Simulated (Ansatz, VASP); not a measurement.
# Ti2Al6H: VASP beside Ansatz

```xyz
9
Lattice="5.0242 0.0000 0.0000 2.1589 4.5367 0.0000 0.0000 0.0000 21.2187" Properties=species:S:1:pos:R:3 pbc="T T T"
Al    2.5121    0.0000    4.0000
Al    1.0794    2.2684    4.0000
Al    0.0000    0.0000    5.3414
Al    1.0794    2.2684    6.7763
Al    2.5121    0.0000    6.7763
Al    3.5915    2.2684    8.1187
Ti    3.5915    2.2684    5.3414
Ti    0.0000    0.0000    8.0567
H     7.1831    4.5367   11.2187
```

Alike in both runs: task single point; functional PBE; dispersion D3(BJ); k mesh 6 × 6 × 1; occupations gaussian, width 0.1 eV; no spin polarisation.

|  | VASP | Ansatz |
| --- | --- | --- |
| version | VASP 6.6.1 | Ansatz 0.2.0 |
| potentials or method | VASP PAW PBE potentials, release 64 (Al, Ti_sv, H), cutoff 520 eV | scalar-relativistic, plane waves, PAW |
| valence electrons in the cell | 43 | 43 |

|  | VASP | Ansatz | Ansatz less VASP |
| --- | --- | --- | --- |
| gap on the k mesh at the Fermi level (eV) | none | none | - |
| rms of the force components (eV/Å) | 0.369 | 0.368 | -0.0003 |

A gap of «none» marks a metal or a gap that the smearing closes.
